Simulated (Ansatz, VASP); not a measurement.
# Two plane-wave programs on LiCl

Contents of INCAR:

```
PREC = Accurate
ENCUT = 520
EDIFF = 1E-7
ISMEAR = 0
SIGMA = 0.02
LREAL = F
LASPH = T
NELM = 100
ALGO = Normal
ISIF = 2
LWAVE = F
LCHARG = T
GGA = PE
LELF = T
LVHAR = T
NBANDS = 36
```

KPOINTS

```
regular mesh
0
Gamma
  4 4 4
```

File POSCAR:

```
LiCl
1.0
   -3.7489058348      3.7489058348      4.9064479682
    3.7489058348     -3.7489058348      4.9064479682
    3.7489058348      3.7489058348     -4.9064479682
Li Cl
5 5
Direct
    0.1742358371      0.4318291450      0.0000000000
    0.5681708550      0.5681708550      0.7424066922
    0.0000000000      0.0000000000      0.0000000000
    0.8257641629      0.8257641629      0.2575933078
    0.4318291450      0.1742358371      0.0000000000
    0.3318913001      0.3318913001      0.3105797654
    0.9786884653      0.6681086999      0.0000000000
    0.6681086999      0.9786884653      0.0000000000
    0.0213115347      0.0213115347      0.6894202346
    0.5000000000      0.5000000000      0.0000000000
```

Input for Ansatz:

```yaml
crystal:
  lattice:
    - [-3.7489058348, 3.7489058348, 4.9064479682]
    - [3.7489058348, -3.7489058348, 4.9064479682]
    - [3.7489058348, 3.7489058348, -4.9064479682]
  atoms:
    - { symbol: Li, position: [0.1742358371, 0.431829145, 0.0] }
    - { symbol: Li, position: [0.568170855, 0.568170855, 0.7424066922] }
    - { symbol: Li, position: [0.0, 0.0, 0.0] }
    - { symbol: Li, position: [0.8257641629, 0.8257641629, 0.2575933078] }
    - { symbol: Li, position: [0.431829145, 0.1742358371, 0.0] }
    - { symbol: Cl, position: [0.3318913001, 0.3318913001, 0.3105797654] }
    - { symbol: Cl, position: [0.9786884653, 0.6681086999, 0.0] }
    - { symbol: Cl, position: [0.6681086999, 0.9786884653, 0.0] }
    - { symbol: Cl, position: [0.0213115347, 0.0213115347, 0.6894202346] }
    - { symbol: Cl, position: [0.5, 0.5, 0.0] }
basis:
  ecutwfc: 420
kpoints:
  mp_grid: { grid: [4, 4, 4] }
  band_path:
    path:
      - [[0.0, 0.0, 0.0], [0.0, 0.0, 0.5], [0.25, 0.25, 0.25], [0.0, 0.5, 0.0], [0.0, 0.0, 0.0], [0.5, 0.5, -0.5], [0.39595355, 0.60404645, -0.39595355]]
      - [[-0.39595355, 0.39595355, 0.39595355], [0.0, 0.0, 0.0]]
      - [[0.0, 0.0, 0.5], [-0.29190711, 0.29190711, 0.5]]
      - [[0.5, 0.5, -0.29190711], [0.5, 0.5, -0.5]]
    npoints: 14
hamiltonian:
  xc: pbe
scf:
  occupations: { method: gaussian, width: 0.02 }
  n_extra_bands: 25
output:
  forces: true
  stress: true
  eigenvalues: true
  populations: true
  dos: { projected: true, de: 0.02, nscf_kmesh: { grid: [6, 6, 6] } }
  bader: true
  write_density: true
  write_potential: true
  elf: true
  volumetric_format: npy
```

Alike in both runs: task single point; functional PBE; k mesh 4 × 4 × 4; occupations gaussian, width 0.02 eV; no spin polarisation.

|  | VASP | Ansatz |
| --- | --- | --- |
| version | VASP 6.6.1 | Ansatz 0.2.0 |
| potentials or method | VASP PAW PBE potentials, release 64 (Li_sv, Cl), cutoff 520 eV | scalar-relativistic, plane waves, PAW |
| valence electrons in the cell | 50 | 50 |

|  | VASP | Ansatz | Ansatz less VASP |
| --- | --- | --- | --- |
| gap on the k mesh at the Fermi level (eV) | 5.61 | 5.60 | -0.004 |
| least direct gap on the mesh (eV) | 5.62 | 5.61 | -0.004 |
| rms of the force components (eV/Å) | 0.004 | 0.003 | -0.0016 |

Atom by atom the forces differ by 0.002 eV/Å (rms over components). The functional is the same, so the differences come from potentials, cutoffs and numerics. Ansatz's warnings: xc potential rough in thin density.

Noted on VASP's run: the cutoff is under 1.25 times that of the potentials, so the pressure is a little rough.
